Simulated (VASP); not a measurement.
# Si2W: single point with PBE+D3(BJ)

The system is Si2W.

```
W Si
1.0
    -1.59635    1.59635    3.89996
     1.59635   -1.59635    3.89996
     1.59635    1.59635   -3.89996
W Si
1 2
Direct
  0.00000 0.00000 0.00000
  0.66594 0.66594 0.00000
  0.33406 0.33406 0.00000
```

```
Program             : VASP 6.6.1
Task                : single point
Functional          : PBE
Dispersion          : D3(BJ)
Potentials or basis : VASP PAW PBE potentials, release 64 (W_sv, Si)
Cutoff              : 520 eV
k mesh              : 12 × 12 × 12
Occupations         : fermi-dirac, width 0.05 eV
Spin                : no spin polarisation
```

The pressure is 0.1 GPa, the largest force is 0.010 eV/Å and the band gap on the k mesh is zero (bands 11 and 12 overlap by 1.37 eV). The dispersion energy per atom is -0.582 eV.

Forces on the atoms (eV/Å):
```
W    0.000  0.000  0.000
Si   0.000  0.000  0.010
Si   0.000  0.000 -0.010
```

Stress tensor (GPa, compression positive):
```
0.11 0.00 0.00
0.00 0.11 0.00
0.00 0.00 0.00
```

Levels at points of the mesh, in eV from the Fermi level:
```tsv
k point	band 7	band 8	band 9	band 10	band 11	band 12	band 13	band 14	band 15	band 16
(0.00, 0.00, 0.00)	-3.79	-3.43	-2.92	-2.92	0.63	2.82	2.82	3.14	3.14	4.68
(0.50, 0.00, 0.00)	-5.84	-4.94	-2.86	-2.85	-0.48	2.77	2.78	3.95	4.52	5.11
(0.50, 0.50, 0.00)	-6.12	-5.54	-5.12	-3.36	-1.77	2.78	3.04	3.20	3.90	4.31
(0.50, 0.50, 0.50)	-3.96	-2.67	-0.87	-0.87	-0.54	-0.54	0.81	4.49	5.07	6.10
```

Run time: 120 s on 1 thread of Intel Xeon 8259CL, with other jobs on the host, peak memory 0.29 GiB.

Caveat: spin-orbit coupling is left out, which moves the levels of the heavy elements.
